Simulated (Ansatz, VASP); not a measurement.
## Sc2As3Se3 in VASP and in Ansatz

File INCAR:

```
ALGO = Normal
EDIFF = 1E-7
EDIFFG = -0.08
ENCUT = 600
GGA = PE
IBRION = 2
ISIF = 3
ISMEAR = 0
LASPH = T
LCHARG = F
LREAL = F
LWAVE = F
NELM = 100
NSW = 36
PREC = Accurate
SIGMA = 0.2
```

The input KPOINTS:

```
k-points
0
Gamma
  4 4 2
```

The input POSCAR:

```
Sc2As3Se3
1.0
    5.1916769600      0.0000000000      0.0000000000
   -2.5958384800      4.4961241400      0.0000000000
    0.0000000000      0.0000000000      9.3360644500
Sc As Se
2 3 3
Direct
    0.3333333300      0.6666666700      0.5000000000
    0.3333333300      0.6666666700      0.0000000000
    0.0000000000      0.0000000000      0.0000000000
    0.6666666700      0.3333333300      0.2834047000
    0.6666666700      0.3333333300      0.7165953000
    0.6666666700      0.3333333300      0.5000000000
    0.3333333300      0.6666666700      0.7270968200
    0.3333333300      0.6666666700      0.2729031800
```

Input for Ansatz:

```yaml
crystal:
  lattice:
    - [5.19167696, 0.0, 0.0]
    - [-2.59583848, 4.49612414, 0.0]
    - [0.0, 0.0, 9.33606445]
  atoms:
    - { symbol: Sc, position: [0.33333333, 0.66666667, 0.5] }
    - { symbol: Sc, position: [0.33333333, 0.66666667, 0.0] }
    - { symbol: As, position: [0.0, 0.0, 0.0] }
    - { symbol: As, position: [0.66666667, 0.33333333, 0.2834047] }
    - { symbol: As, position: [0.66666667, 0.33333333, 0.7165953] }
    - { symbol: Se, position: [0.66666667, 0.33333333, 0.5] }
    - { symbol: Se, position: [0.33333333, 0.66666667, 0.72709682] }
    - { symbol: Se, position: [0.33333333, 0.66666667, 0.27290318] }
basis:
  ecutwfc: 420
kpoints:
  mp_grid: { grid: [4, 4, 2] }
hamiltonian:
  xc: pbe
scf:
  occupations: { method: gaussian, width: 0.2 }
  lower_state_search: "off"
output:
  forces: true
  stress: true
  eigenvalues: true
relax:
  adjacent_minimum: "off"
  f_tol: 0.08
  max_steps: 16
  cell: { stress_tol: 0.8 }
```

Alike in both runs: task relaxation of cell and atoms; functional PBE; k mesh 4 × 4 × 2; occupations gaussian, width 0.2 eV; no spin polarisation.

|  | VASP | Ansatz |
| --- | --- | --- |
| version | VASP 6.6.1 | Ansatz 0.2.0 |
| potentials or method | VASP PAW PBE potentials, release 64 (Sc_sv, As, Se), cutoff 600 eV | scalar-relativistic, plane waves, PAW |
| valence electrons in the cell | 55 | 115 |

|  | VASP | Ansatz | Ansatz less VASP |
| --- | --- | --- | --- |
| gap on the k mesh at the Fermi level, each at its own relaxed structure (eV) | none | none | - |
| relaxed volume (Å³/atom) | 25.10 | 24.94 | -0.160 |
| relaxed length of the cell vector where the two differ most in proportion (Å) | 11.186 | 11.117 | -0.0691 |

A gap of «none» marks a metal or a gap that the smearing closes. VASP's potentials hold 55 valence electrons a cell and Ansatz's 115, so a difference there can come from the potentials and not from the codes.
